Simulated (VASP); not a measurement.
A run of VASP 6.6.1 is set up as follows.

INCAR

```
SYSTEM = Li2O
PREC = Accurate
ENCUT = 750
EDIFF = 1E-7
ISMEAR = 0
SIGMA = 0.01
LREAL = .FALSE.
LASPH = .TRUE.
NELM = 120
ALGO = Normal
ISIF = 3
LWAVE = .FALSE.
LCHARG = .FALSE.
GGA = PS
IBRION = 2
NSW = 80
EDIFFG = -0.01
GGA_COMPAT = .FALSE.
NELMIN = 4
```

File KPOINTS:

```
Automatic mesh
0
G
  6 6 6
  0 0 0
```

Contents of POSCAR:

```
Li2O
1.0
    0.0000000000      2.3050000000      2.3050000000
    2.3050000000      0.0000000000      2.3050000000
    2.3050000000      2.3050000000      0.0000000000
Li O
2 1
Direct
    0.2500000000      0.2500000000      0.2500000000
    0.7500000000      0.7500000000      0.7500000000
    0.0000000000      0.0000000000      0.0000000000
```

Potentials or basis: VASP PAW PBE potentials, release 64 (Li_sv, O).

The run is started by

```sh
$ cat potpaw_PBE.64/Li_sv/POTCAR potpaw_PBE.64/O/POTCAR > POTCAR
$ mpirun -np 1 vasp_std > vasp.out
```

Question: Estimate the relaxed cell.

Answer: a = 3.240 Å, b = 3.240 Å, c = 3.240 Å, α = 60.00°, β = 60.00°, γ = 60.00°.

Question: Predict the space group after relaxing (to 0.1 Å).

Answer: Fm-3m (No. 225).

Question: What does it give for the relaxed volume?

Answer: 8.01 Å³/atom.

Question: Estimate the band gap on the k mesh.

Answer: 4.87 eV (least direct gap 5.34 eV).

Final structure:
```yaml
crystal:
  lattice:
    - [0.00000, 2.29072, 2.29072]
    - [2.29072, 0.00000, 2.29072]
    - [2.29072, 2.29072, 0.00000]
  atoms:
    - { symbol: Li, position: [0.25000, 0.25000, 0.25000] }
    - { symbol: Li, position: [0.75000, 0.75000, 0.75000] }
    - { symbol: O, position: [0.00000, 0.00000, 0.00000] }
```

Caveat: the PAW data sets were made with another functional, which shifts forces and pressure a little. As with any semilocal functional, this PBEsol gap is likely too small.
